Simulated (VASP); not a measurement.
Write the native input for VASP 6.6.1 that does the following.

* Task: single point
* Functional: PBEsol
* Potentials or basis: VASP PAW PBE potentials, release 64 (Pb_d)
* Cutoff: 520 eV
* k mesh: 12 × 12 × 8
* Occupations: gaussian, width 0.1 eV
* Spin: no spin polarisation
* Dipole correction: no
* Further INCAR settings: ALGO = Fast; EDIFF = 1e-06; NBANDS = 21

The structure of Pb lies in POSCAR:

```
Pb
1.0
    3.4900951995      0.0000000000      0.0000000000
   -1.7450475997      3.0225111044      0.0000000000
    0.0000000000      0.0000000000      5.8385957843
Pb
2
Direct
    0.3333333333      0.6666666667      0.2500000000
    0.6666666667      0.3333333333      0.7500000000
```

This isn't the form of Pb at room conditions, which is fcc.

One way to write it, as run:

INCAR

```
SYSTEM = Pb
PREC = Accurate
ENCUT = 520
EDIFF = 1E-6
ISMEAR = 0
SIGMA = 0.1
LREAL = .FALSE.
LASPH = .TRUE.
NELM = 100
ALGO = Fast
ISIF = 2
LWAVE = .FALSE.
LCHARG = .FALSE.
GGA = PS
NBANDS = 21
```

KPOINTS

```
Automatic mesh
0
G
  12 12 8
  0 0 0
```

Potentials or basis: VASP PAW PBE potentials, release 64 (Pb_d).

Command:

```sh
$ cat potpaw_PBE.64/Pb_d/POTCAR > POTCAR
$ mpirun -np 1 vasp_std > vasp.out
```

It gave:

The pressure is -1.4 GPa. The band gap on the k mesh is zero (bands 14 and 15 overlap by 7.78 eV).

Caveat: the PAW data sets were made with another functional, which shifts forces and pressure a little; spin-orbit coupling is left out, which moves the levels of the heavy elements.

Wall time 84 s on 1 thread of Intel(R) Xeon(R) Platinum 8488C (Sapphire Rapids), with other jobs on the host, peak memory 0.25 GiB.
